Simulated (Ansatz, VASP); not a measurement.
**One calculation of B3N2, two programs**

Contents of INCAR:

```
PREC = Accurate
ENCUT = 1330
EDIFF = 1E-6
ISMEAR = 0
SIGMA = 0.1
LREAL = False
LASPH = True
NELM = 120
ALGO = Normal
ISIF = 2
LWAVE = False
LCHARG = False
GGA = PE
NBANDS = 18
GGA_COMPAT = False
```

Contents of KPOINTS:

```
Automatic mesh
0
Gamma
  6 6 6
```

File POSCAR:

```
B3N2
1.0
    3.6911684000      0.0000000000      0.0000000000
   -1.8455842000      3.1966456000      0.0000000000
    0.0000000000      0.0000000000      3.5378579800
B N
3 2
Direct
    0.5000000000      0.0000000000      0.0000000000
    0.0000000000      0.5000000000      0.0000000000
    0.5000000000      0.5000000000      0.0000000000
    0.0000000000      0.0000000000      0.3239800200
    0.0000000000      0.0000000000      0.6760199800
```

Input for Ansatz:

```yaml
crystal:
  lattice:
    - [3.6911684, 0.0, 0.0]
    - [-1.8455842, 3.1966456, 0.0]
    - [0.0, 0.0, 3.53785798]
  atoms:
    - { symbol: B, position: [0.5, 0.0, 0.0] }
    - { symbol: B, position: [0.0, 0.5, 0.0] }
    - { symbol: B, position: [0.5, 0.5, 0.0] }
    - { symbol: "N", position: [0.0, 0.0, 0.32398002] }
    - { symbol: "N", position: [0.0, 0.0, 0.67601998] }
basis:
  ecutwfc: 420
kpoints:
  mp_grid: { grid: [6, 6, 6] }
hamiltonian:
  xc: pbe
scf:
  occupations: { method: gaussian, width: 0.1 }
  lower_state_search: "off"
output:
  forces: true
  stress: true
  eigenvalues: true
```

Alike in both runs: task single point; functional PBE; k mesh 6 × 6 × 6; occupations gaussian, width 0.1 eV; no spin polarisation.

|  | VASP | Ansatz |
| --- | --- | --- |
| version | VASP 6.6.1 | Ansatz 0.2.0 |
| potentials or method | VASP PAW PBE potentials, release 64 (B_h, N_h), cutoff 1330 eV | scalar-relativistic, plane waves, PAW |
| valence electrons in the cell | 19 | 19 |

Ansatz gave:

| Item | Value |
| --- | --- |
| gap on the k mesh at the Fermi level (eV) | none |
| pressure (GPa) | -5.3 |
| traceless stress, the component that is largest in VASP (GPa) | 34.49 |
| rms of the force components (eV/Å) | 0.137 |

Question: What did VASP give for the same quantities?

Answer: gap on the k mesh at the Fermi level (eV): none; pressure (GPa): -5.6; traceless stress, the component that is largest in VASP (GPa): 34.49; rms of the force components (eV/Å): 0.141.

Atom by atom the forces differ by 0.004 eV/Å (rms over components). A gap of «none» marks a metal or a gap that the smearing closes. With one functional, cell and mesh, what is left measures potentials, basis and numerics.
